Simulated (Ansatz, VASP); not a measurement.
# One calculation of Mg, two programs

```
Mg
1.0
     3.20927    0.00000    0.00000
    -1.60464    2.77931    0.00000
     0.00000    0.00000    5.05402
Mg
2
Direct
  0.33333 0.66667 0.25000
  0.66667 0.33333 0.75000
```

Change from the starting cell: zz strain of -3 %, crystal datasets.

Alike in both runs: task electric field gradients; functional PBE; k mesh 12 × 12 × 7; occupations fermi-dirac, width 0.08 eV; no spin polarisation.

|  | VASP | Ansatz |
| --- | --- | --- |
| version | VASP 6.6.1 | Ansatz 0.2.0 |
| potentials or method | VASP PAW PBE potentials, release 64 (Mg), cutoff 520 eV | all-electron PAW with datasets made for the crystal, scalar-relativistic |

|  | VASP | Ansatz | Ansatz less VASP |
| --- | --- | --- | --- |
| pressure (GPa) | 0.6 | 0.7 | +0.10 |
| traceless stress, the component that is largest in VASP (GPa) | 0.63 | 0.63 | +0.001 |
| size of Vzz on the site where it differs most (V/Å²) | 0.6 | 0.4 | -0.27 |

Ansatz ran all-electron here, and VASP with PAW potentials.
